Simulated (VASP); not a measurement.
# ZnO (P6_3mc) in VASP: single point with PBE

Aim: the single point of ZnO with PBE.

All numbers are computed with VASP 6.6.1; they aren't measurements. Logs are shortened: lines on timing, memory, paths and dates and some standing lists are left out, and cuts for length are marked.

## (1) The cell of the first run

It takes space group P6_3mc (No. 186, hexagonal). The conventional cell has a = 3.279 Å, b = 3.279 Å, c = 5.293 Å, α = 90.00°, β = 90.00°, γ = 120.00°. Zn (site symmetry 3m) has 4 O at 2.00 to 2.01 Å within 2.6 Å. O (site symmetry 3m) has 4 Zn at 2.00 to 2.01 Å within 2.6 Å.

## (2) Single point, PBE

INCAR

```
PREC     = Accurate       # precision mode
ENCUT    = 520            # plane-wave cutoff, eV
EDIFF    = 1E-7           # SCF threshold, eV
ISMEAR   = 0              # smearing method
SIGMA    = 0.02           # smearing width, eV
LREAL    = F              # projectors in reciprocal space
LASPH    = T              # aspherical terms in the spheres
NELM     = 60             # most SCF steps
ALGO     = Normal         # electronic algorithm
ISIF     = 2              # what is computed and relaxed
LWAVE    = F              # write WAVECAR
LCHARG   = T              # write CHGCAR
GGA      = PE             # functional
LELF     = T              # ELF
LVHAR    = T            
NBANDS   = 26             # bands
```

KPOINTS

```
regular mesh
0
Gamma
  9 9 6
```

POSCAR

```
ZnO
1.0
    3.2793874430      0.0000000000      0.0000000000
   -1.6396937215      2.8400328345      0.0000000000
    0.0000000000      0.0000000000      5.2931776513
Zn O
2 2
Direct
    0.6666666667      0.3333333333      0.5006021986
    0.3333333333      0.6666666667      0.0006021986
    0.6666666667      0.3333333333      0.8797078014
    0.3333333333      0.6666666667      0.3797078014
```

Potentials or basis: VASP PAW PBE potentials, release 64 (Zn, O).

Started as:

```console
> cat potpaw_PBE.64/Zn/POTCAR potpaw_PBE.64/O/POTCAR > POTCAR
> mpirun -np 1 vasp_std > vasp.out
```

OUTCAR:

```text
PREC = Accurate
   ENCUT = 520
   EDIFF = 1E-7
   ISMEAR = 0
   LREAL = F
   LASPH = T
   NELM = 60
   ISIF = 2
   GGA = PE

 ion  position               nearest neighbor table
   1  0.667  0.333  0.501-   4 2.00   4 2.00   4 2.00   3 2.01
   2  0.333  0.667  0.001-   3 2.00   3 2.00   3 2.00   4 2.01
   3  0.667  0.333  0.880-   2 2.00   2 2.00   2 2.00   1 2.01
   4  0.333  0.667  0.380-   1 2.00   1 2.00   1 2.00   2 2.01

  LATTYP: Found a hexagonal cell.
 ALAT       =     3.2793874430
 C/A-ratio  =     1.6140751111

  Lattice vectors:

 A1 = (   3.2793874430,   0.0000000000,   0.0000000000)
 A2 = (  -1.6396937215,   2.8400328345,   0.0000000000)
 A3 = (   0.0000000000,   0.0000000000,   5.2931776513)

Analysis of symmetry for initial positions (statically):
=====================================================================
 Subroutine PRICEL returns:
 Original cell was already a primitive cell.

 Routine SETGRP: Setting up the symmetry group for a
 hexagonal supercell.

 Subroutine GETGRP returns: Found 12 space group operations
 (whereof  6 operations were pure point group operations)
 out of a pool of 24 trial point group operations.

The static configuration has the point symmetry C_3v.
 The point group associated with its full space group is C_6v.

Analysis of symmetry for dynamics (positions and initial velocities):
=====================================================================
 Subroutine PRICEL returns:
 Original cell was already a primitive cell.

 Routine SETGRP: Setting up the symmetry group for a
 hexagonal supercell.

 Subroutine GETGRP returns: Found 12 space group operations
 (whereof  6 operations were pure point group operations)
 out of a pool of 24 trial point group operations.

The dynamic configuration has the point symmetry C_3v.
 The point group associated with its full space group is C_6v.

 Subroutine INISYM returns: Found 12 space group operations
 (whereof  6 operations are pure point group operations),
 and found     1 'primitive' translations

----------------------------------------------------------------------------------------

                                     Primitive cell

  volume of cell :      49.2984

  direct lattice vectors                    reciprocal lattice vectors
[... 83 lines left out ...]
   ISTART =      0    job   : 0-new  1-cont  2-samecut
   ICHARG =      2    charge: 1-file 2-atom 10-const
   ISPIN  =      1    spin polarized calculation?
   LNONCOLLINEAR =      F non collinear calculations
   LSORBIT =      F    spin-orbit coupling
   LASPH  =      T    aspherical Exc in radial PAW
   ENCUT  =  520.0 eV  38.22 Ry    6.18 a.u.   6.10  6.10  9.84*2*pi/ulx,y,z
   NELM   =     60;   NELMIN=  2; NELMDL= -5     # of ELM steps
   EDIFF  = 0.1E-06   stopping-criterion for ELM
   LREAL  =      F    real-space projection
   EDIFFG = 0.1E-05   stopping-criterion for IOM
   NSW    =      0    number of steps for IOM
   IBRION =     -1    ionic relax: 0-MD 1-quasi-New 2-CG
   NFREE  =      0    steps in history (QN), initial steepest desc. (CG)
   ISIF   =      2    stress and relaxation
   ISYM   =      2    0-nonsym 1-usesym 2-fastsym
   POTIM  = 0.5000    time-step for ionic-motion
   TEBEG  =    0.0;   TEEND  =   0.0 temperature during run
   PSTRESS=    0.0 pullay stress
   NELECT =      36.0000    total number of electrons
   NUPDOWN=      -1.0000    fix difference up-down
   EMIN   =  10.00;   EMAX   =-10.00  energy-range for DOS
   EFERMI =   0.00;   METHOD = LEGACY
   ISMEAR =     0;   SIGMA  =   0.02  broadening in eV -4-tet -1-fermi 0-gaus
   EFERMI_NEDOS =   21; number of points for ismear=-14 and -15
   IALGO  =     38    algorithm
   IMIX   =      4    mixing-type and parameters
     AMIX     =   0.40;   BMIX     =  1.00
     AMIX_MAG =   1.60;   BMIX_MAG =  1.00
  volume/ion in A,a.u.               =      12.32        83.17
  Fermi-wavevector in a.u.,A,eV,Ry     =   1.474229  2.785888 29.570219  2.173350
  Thomas-Fermi vector in A             =   2.589025
   LORBIT       =      0    0 simple, 1 ext, 2 COOP (PROOUT), +10 PAW based schemes
   GGA     = PE    functional components
   LHFCALC =     F    Hartree Fock is set to
   AEXX    =    0.0000 exact exchange contribution
   IVDW    =     0    specifies the selected vdW correction
   LEPSILON=     F    determine dielectric tensor
   LRPA    =     F    only Hartree local field effects (RPA)
 non-spin polarized calculation
 Gauss-broadening in eV      SIGMA  =   0.02
  energy-cutoff  :      520.00
  volume of cell :       49.30
 maximum number of plane-waves:      1350
   NGX = 13   NGY = 13   NGZ = 19

 number of electron      36.0000039 magnetization

 Free energy of the ion-electron system (eV)
  ---------------------------------------------------
  ext. energy  EPLUGINS =         0.00000000
  ---------------------------------------------------
  free energy    TOTEN  =       -17.86079540 eV

  energy without entropy =      -17.86079540  energy(sigma->0) =      -17.86079540

 E-fermi :   1.0093     XC(G=0): -10.7259

 val. band max:        0.8960940048   @ k =   0.0000   0.0000   0.0000
 cond. band min:       1.6239378519   @ k =   0.0000   0.0000   0.0000
 fundamental gap:      0.7278438471
 Fermi energy:         1.0092637622

 k-point     1 :       0.0000    0.0000    0.0000
  band No.  band energies     occupation
      1     -16.9229      2.00000
      2     -16.2554      2.00000
      3      -4.6415      2.00000
      4      -4.6415      2.00000
      5      -4.6017      2.00000
      6      -4.4873      2.00000
[... 685 lines left out ...]
     25      14.1767      0.00000
     26      14.9457      0.00000

 [... further k-points ...]
[... 5 lines left out ...]
  --------------------------------------------------------------------------------------
  -------------------------------------------------------------------------------------
  Total        0.2838794      0.2838794      0.2817357      0.0000000      0.0000000      0.0000000
  in kB        9.2259659      9.2259659      9.1562977      0.0000000      0.0000000      0.0000000
  external PRESSURE =       9.2027431 kB  Pullay stress =       0.0000000 kB

 VOLUME and BASIS-vectors are now :
 -----------------------------------------------------------------------------
  energy-cutoff  :      520.00
  volume of cell :       49.30
      direct lattice vectors                 reciprocal lattice vectors
     3.279387443  0.000000000  0.000000000     0.304934997  0.176054303  0.000000000
    -1.639693722  2.840032835  0.000000000     0.000000000  0.352108605  0.000000000
     0.000000000  0.000000000  5.293177651     0.000000000  0.000000000  0.188922433

 POSITION                                       TOTAL-FORCE (eV/Angst)
 -----------------------------------------------------------------------------------
      1.63969      0.94668      2.64978        -0.000000      0.000000      0.001481
     -0.00000      1.89336      0.00319         0.000000      0.000000      0.001481
      1.63969      0.94668      4.65645         0.000000     -0.000000     -0.001481
     -0.00000      1.89336      2.00986        -0.000000      0.000000     -0.001481
 -----------------------------------------------------------------------------------
    total drift:                               -0.000001     -0.000001     -0.001017

  FREE ENERGIE OF THE ION-ELECTRON SYSTEM (eV)
  ---------------------------------------------------
  free  energy   TOTEN  =       -17.8607953963 eV

  energy  without entropy=      -17.8607953963  energy(sigma->0) =      -17.86079540
```

stdout:

```text
POSCAR found type information on POSCAR ZnO
 POSCAR found :  2 types and       4 ions
 scaLAPACK will be used
 LDA part: xc-table for (Slater+PW92), standard interpolation
 POSCAR, INCAR and KPOINTS ok, starting setup
 FFT: planning ... GRIDC
 FFT: planning ... GRID_SOFT
 FFT: planning ... GRID
 WAVECAR not read
 entering main loop
```

It took 29 s on 1 thread of Intel Xeon Platinum 8488C (Sapphire Rapids), shared host; peak memory 0.19 GiB.

What came out:

```
Free energy            : -17.8608 eV
Pressure               : 0.9 GPa
Band gap on the k mesh : 0.73 eV, direct
```

Expect the measured gap to be larger: semilocal functionals such as PBE lack the derivative discontinuity.
